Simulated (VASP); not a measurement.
## Li4Nb4O11 (a cell with a defect): single point with PBE

The system is Li4Nb4O11 (a cell with a defect).

```
CELL_PARAMETERS angstrom
5.22310 0.00000 0.00000
0.00000 3.01556 -4.59846
0.00000 6.03112 4.59846
ATOMIC_POSITIONS crystal
Li 0.00000 0.50000 0.25000
Li 0.50000 0.00000 0.75000
Li 0.00000 0.50000 0.75000
Li 0.50000 0.00000 0.25000
Nb 0.50000 0.50000 0.50000
Nb 0.00000 0.00000 0.00000
Nb 0.00000 0.00000 0.50000
Nb 0.50000 0.50000 0.00000
O 0.88033 0.00000 0.25000
O 0.38033 0.50000 0.75000
O 0.80984 0.69016 0.94016
O 0.80984 0.30984 0.55984
O 0.30984 0.80984 0.05984
O 0.11967 0.00000 0.75000
O 0.61967 0.50000 0.25000
O 0.69016 0.80984 0.55984
O 0.19016 0.30984 0.05984
O 0.19686 0.14883 0.44016
O 0.69016 0.19016 0.94016
```

This cell differs from its parent crystal: atoms taken out, atom 18 moved 0.875 of the way to it and -0.525 Å across, host rigid.

```json
{"Program": "VASP 6.6.1", "Task": "single point", "Functional": "PBE", "Potentials or basis": "VASP PAW PBE potentials, release 64 (Li_sv, Nb_sv, O)", "Cutoff": "520 eV", "k mesh": "4 × 4 × 4", "Occupations": "gaussian, width 0.05 eV", "Spin": "no spin polarisation"}
```

```json
{"Largest force": "36.662 eV/Å"}
```

Forces in eV/Å, atoms in the order of the input:
```
Li   -0.651  -1.297  -0.476
Li    0.081   0.543   0.452
Li   -0.297   0.693   0.562
Li    0.443  -0.792  -0.502
Nb    6.410   2.345   1.039
Nb   -0.483  -0.119  -0.020
Nb  -23.448  -0.417  20.389
Nb    0.343  -0.408  -0.214
O    -0.720  -0.687   0.920
O    -0.433  -2.626  -1.773
O    -0.366  -0.054   0.272
O    -2.988   0.830  -1.714
O     0.107   0.213   0.477
O     0.388  -1.023   0.007
O    -1.248   1.902   1.693
O    -4.980  -2.610   2.979
O     0.197   0.466   0.030
O    27.702   2.790 -23.852
O    -0.057   0.252  -0.269
```

Levels at points of the mesh, in eV from the Fermi level:
| k point | band 60 | band 61 | band 62 | band 63 | band 64 | band 65 | band 66 | band 67 | band 68 | band 69 |
| --- | --- | --- | --- | --- | --- | --- | --- | --- | --- | --- |
| (0.00, 0.00, 0.00) | -0.97 | -0.87 | -0.46 | -0.44 | -0.33 | 0.42 | 1.17 | 1.50 | 1.71 | 2.37 |
| (0.50, 0.00, 0.00) | -1.11 | -0.96 | -0.66 | -0.44 | -0.31 | 1.00 | 1.46 | 1.66 | 1.95 | 2.53 |
| (0.00, 0.50, 0.00) | -1.07 | -0.99 | -0.71 | -0.42 | -0.40 | 1.22 | 1.25 | 1.64 | 2.02 | 2.55 |
| (0.50, 0.50, 0.00) | -1.10 | -0.98 | -0.90 | -0.84 | -0.76 | 0.29 | 1.39 | 1.54 | 1.63 | 2.40 |
| (0.00, 0.00, 0.50) | -1.03 | -0.86 | -0.43 | -0.40 | -0.27 | 0.37 | 1.17 | 1.99 | 2.22 | 2.46 |
| (0.50, 0.00, 0.50) | -0.83 | -0.72 | -0.60 | -0.44 | -0.31 | 0.96 | 1.43 | 1.97 | 2.30 | 2.89 |
| (0.00, 0.50, 0.50) | -0.85 | -0.75 | -0.67 | -0.42 | -0.39 | 1.05 | 1.25 | 2.01 | 2.29 | 2.92 |
| (0.50, 0.50, 0.50) | -1.14 | -1.01 | -0.90 | -0.88 | -0.77 | 0.25 | 1.41 | 2.01 | 2.20 | 3.01 |

Wall time 27 min on 1 thread of AMD EPYC 7R13, with other jobs on the host, peak memory 0.5 GiB.

Caveat: the cell carries a net charge on a neutralising background, which shifts energy and pressure; the cell differs from its parent crystal (atoms taken out, atom 18 moved 0.875 of the way to it and -0.525 Å across, host rigid); the cell is charged against a uniform background, so pressure and absolute levels hang on convention; atoms lie so close that the PAW spheres overlap strongly, which falsifies energies and pressures.
